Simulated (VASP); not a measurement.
Input of a VASP 6.6.1 run:

INCAR

```
PREC = Accurate
ENCUT = 520
EDIFF = 1E-7
ISMEAR = 0
SIGMA = 0.1
LREAL = False
LASPH = True
NELM = 80
ALGO = Normal
ISIF = 2
LWAVE = False
LCHARG = False
LDIPOL = True
IDIPOL = 3
DIPOL = 0.5 0.5 0.298
GGA = PE
IVDW = 12
NBANDS = 78
```

KPOINTS

```
Automatic mesh
0
Gamma
  5 5 1
```

The input POSCAR:

```
Cu12H
1.0
    5.0378287988      0.0000000000      0.0000000000
    0.0000000000      5.0378287988      0.0000000000
    0.0000000000      0.0000000000     20.6622829064
Cu H
12 1
Direct
    0.2500000000      0.2500000000      0.1935894508
    0.2500000000      0.7500000000      0.1935894508
    0.7500000000      0.2500000000      0.1935894508
    0.7500000000      0.7500000000      0.1935894508
    0.0000000000      0.0000000000      0.2797919997
    0.0000000000      0.5000000000      0.2797919997
    0.5000000000      0.0000000000      0.2797919997
    0.5000000000      0.5000000000      0.2797919997
    0.2500000000      0.2500000000      0.3659945486
    0.2500000000      0.7500000000      0.3659945486
    0.7500000000      0.2500000000      0.3659945486
    0.7500000000      0.7500000000      0.3659945486
    0.2500000000      0.5000000000      0.5160263730
```

Potentials or basis: VASP PAW PBE potentials, release 64 (Cu, H).

Command:

```console
$ cat potpaw_PBE.64/Cu/POTCAR potpaw_PBE.64/H/POTCAR > POTCAR
$ mpirun -np 1 vasp_std > vasp.out
```

Question: Predict the dispersion energy per atom.

Answer: -0.341 eV.

Question: Estimate the band gap on the k mesh.

Answer: Zero (an odd number of electrons rules out a gap without spin polarisation).

Question: What does it give for the largest force?

Answer: 0.862 eV/Å.

Forces on the atoms (eV/Å):
```
Cu   0.000  0.023 -0.035
Cu   0.000 -0.023 -0.035
Cu   0.000  0.025 -0.042
Cu   0.000 -0.025 -0.042
Cu   0.036  0.000  0.032
Cu  -0.004  0.000 -0.029
Cu  -0.036  0.000  0.032
Cu   0.004  0.000 -0.029
Cu   0.000  0.104  0.394
Cu   0.000 -0.104  0.394
Cu   0.000  0.004  0.111
Cu   0.000 -0.004  0.111
H    0.000  0.000 -0.862
```
